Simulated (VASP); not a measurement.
Here is a VASP 6.6.1 calculation.

INCAR

```
ALGO = Normal
EDIFF = 1E-7
EDIFFG = -0.01
ENCUT = 600
GGA = PE
IBRION = 2
ISIF = 3
ISMEAR = -1
ISPIN = 2
LASPH = T
LCHARG = F
LMAXMIX = 4
LORBIT = 11
LREAL = F
LWAVE = F
MAGMOM = 3 0
NELM = 150
NSW = 60
PREC = Accurate
SIGMA = 0.05
```

KPOINTS

```
k-points
0
Gamma
  11 11 11
```

Contents of POSCAR:

```
FeO
1.0
    0.0000000000      2.1554000000      2.1554000000
    2.1554000000      0.0000000000      2.1554000000
    2.1554000000      2.1554000000      0.0000000000
Fe O
1 1
Direct
    0.0000000000      0.0000000000      0.0000000000
    0.5000000000      0.5000000000      0.5000000000
```

Potentials or basis: VASP PAW PBE potentials, release 64 (Fe, O).

Command:

```sh
$ cat potpaw_PBE.64/Fe/POTCAR potpaw_PBE.64/O/POTCAR > POTCAR
$ mpirun -np 1 vasp_std > vasp.out
```

**Question.** What does it give for the space group after relaxing (to 0.05 Å)?

**Answer.** Fm-3m (No. 225).

**Question.** Predict the relaxed cell.

**Answer.** a = 3.046 Å, b = 3.046 Å, c = 3.046 Å, α = 60.00°, β = 60.00°, γ = 60.00°.

Final structure:
```cif
data_structure
_symmetry_space_group_name_H-M 'P 1'
_symmetry_Int_Tables_number 1
_cell_length_a 3.0465
_cell_length_b 3.0465
_cell_length_c 3.0465
_cell_angle_alpha 60.000
_cell_angle_beta 60.000
_cell_angle_gamma 60.000
_cell_volume 19.99
loop_
_atom_site_label
_atom_site_type_symbol
_atom_site_fract_x
_atom_site_fract_y
_atom_site_fract_z
_atom_site_occupancy
Fe1 Fe 0.00000 0.00000 0.00000 1
O1 O 0.50000 0.50000 0.50000 1
```

Caveat: a cell with one magnetic atom can't hold antiferromagnetic order, which such compounds often take.
